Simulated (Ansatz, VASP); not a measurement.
**NiPt in VASP and in Ansatz**

INCAR

```
SYSTEM = NiPt
ALGO = Normal
EDIFF = 1E-6
ENCUT = 520
ISIF = 2
ISMEAR = -1
LASPH = .TRUE.
LCHARG = .TRUE.
LELF = .TRUE.
LREAL = .FALSE.
LVHAR = .TRUE.
LWAVE = .FALSE.
NBANDS = 17
NELM = 60
PREC = Accurate
SIGMA = 0.1
```

KPOINTS

```
k-points
0
G
  11 11 8
  0 0 0
```

File POSCAR:

```
NiPt
1.0
    2.7099397941      0.0000000000      0.0000000000
    0.0000000000      2.7099397941      0.0000000000
    0.0000000000      0.0000000000      3.5783200000
Ni Pt
1 1
Direct
    0.5000000000      0.5000000000      0.5000000000
    0.0000000000      0.0000000000      0.0000000000
```

Input for Ansatz:

```yaml
crystal:
  lattice:
    - [2.7099397941, 0.0, 0.0]
    - [0.0, 2.7099397941, 0.0]
    - [0.0, 0.0, 3.57832]
  atoms:
    - { symbol: Ni, position: [0.5, 0.5, 0.5] }
    - { symbol: Pt, position: [0.0, 0.0, 0.0] }
kpoints:
  mp_grid: { grid: [11, 11, 8] }
scf:
  occupations: { method: fermi_dirac, width: 0.1 }
  lower_state_search: "off"
hamiltonian:
  xc: lda
  pseudopotentials: { kind: paw }
output:
  forces: true
  stress: true
  eigenvalues: true
  populations: true
  dos: { projected: true, de: 0.1, e_range: [-8, 5] }
```

Alike in both runs: task single point; functional LDA; k mesh 11 × 11 × 8; occupations fermi-dirac, width 0.1 eV; no spin polarisation.

|  | VASP | Ansatz |
| --- | --- | --- |
| version | VASP 6.6.1 | Ansatz 0.2.0 |
| potentials or method | VASP PAW LDA potentials, release 64 (Ni, Pt) | PAW with Ansatz's default frozen-core files, scalar-relativistic |
| plane-wave cutoff (eV) | 520 | 420 |
| valence electrons in the cell | 20 | 36 |

|  | VASP | Ansatz | Ansatz less VASP |
| --- | --- | --- | --- |
| pressure (GPa) | -12.5 | -13.0 | -0.49 |
| traceless stress, the component that is largest in VASP (GPa) | 0.50 | 0.59 | +0.093 |

LDA's correlation is that of Perdew and Zunger in VASP and of Perdew and Wang (1992) in Ansatz. VASP's potentials hold 20 valence electrons a cell and Ansatz's 36, so a difference there can come from the potentials and not from the codes.

Spin-orbit coupling is off throughout.
